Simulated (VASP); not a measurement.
A run of VASP 6.6.1:

INCAR

```
ALGO = Fast
EDIFF = 1E-6
ENCUT = 520
GGA = PS
ISIF = 2
ISMEAR = 0
LASPH = True
LCHARG = False
LREAL = False
LWAVE = False
NBANDS = 30
NELM = 100
PREC = Accurate
SIGMA = 0.1
```

Contents of KPOINTS:

```
k-points
0
Gamma
  18 18 6
```

Contents of POSCAR:

```
Ag
1.0
    2.8674622173      0.0000000000      0.0000000000
   -1.4337311086      2.4832951246      0.0000000000
    0.0000000000      0.0000000000      9.3650804782
Ag
4
Direct
    0.0000000000      0.0000000000      0.0000000000
    0.0000000000      0.0000000000      0.5000000000
    0.3333333333      0.6666666667      0.2500000000
    0.6666666667      0.3333333333      0.7500000000
```

Potentials or basis: VASP PAW PBE potentials, release 64 (Ag).

Run with:

```sh
$ cat potpaw_PBE.64/Ag/POTCAR > POTCAR
$ mpirun -np 1 vasp_std > vasp.out
```

Hardware: 1 thread of Intel(R) Xeon(R) 6975P-C (Granite Rapids), on a shared host.

Task: Estimate the wall time of this run.

Result: Wall time 2 min on 1 thread of Intel(R) Xeon(R) 6975P-C (Granite Rapids) (shared host), peak memory 0.34 GiB. Counts: scf iterations 13, k points 148.
